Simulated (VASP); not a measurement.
Runs of VASP 6.6.1 on Si. The structure is that of space group Fd-3m (No. 227), or close to it. The cells are those of the table. 

```tsv
level	cell	smearing	gap on the mesh (eV)	pressure (GPa)
PBE	a = 3.850, b = 3.936, c = 3.936 Å, angles 58.6, 60.7, 60.7°, 2 atoms	fermi-dirac 0.02 eV	0.47	-2.5
r2SCAN	a = 3.850, b = 3.936, c = 3.936 Å, angles 58.6, 60.7, 60.7°, 2 atoms	gaussian 0.01 eV	0.65	(a)
PBE	a = 3.833, b = 3.833, c = 3.850 Å, angles 59.9, 59.9, 60.3°, 2 atoms	fermi-dirac 0.02 eV	0.52	(b)
r2SCAN	a = 3.833, b = 3.833, c = 3.850 Å, angles 59.9, 59.9, 60.3°, 2 atoms	gaussian 0.01 eV	(c)	0.6
```

Alike in all rows: task single point; potentials or basis VASP PAW PBE potentials, release 64 (Si); no spin polarisation; k mesh 8 × 8 × 8; cutoff (eV) 520.

Problem. Estimate the missing entries.

Solution. (a) -4.1; (b) 2.1; (c) 0.72.

Caveats: the PAW data sets were made with another functional, which shifts forces and pressure a little (some runs).

A k mesh can miss the band edges.
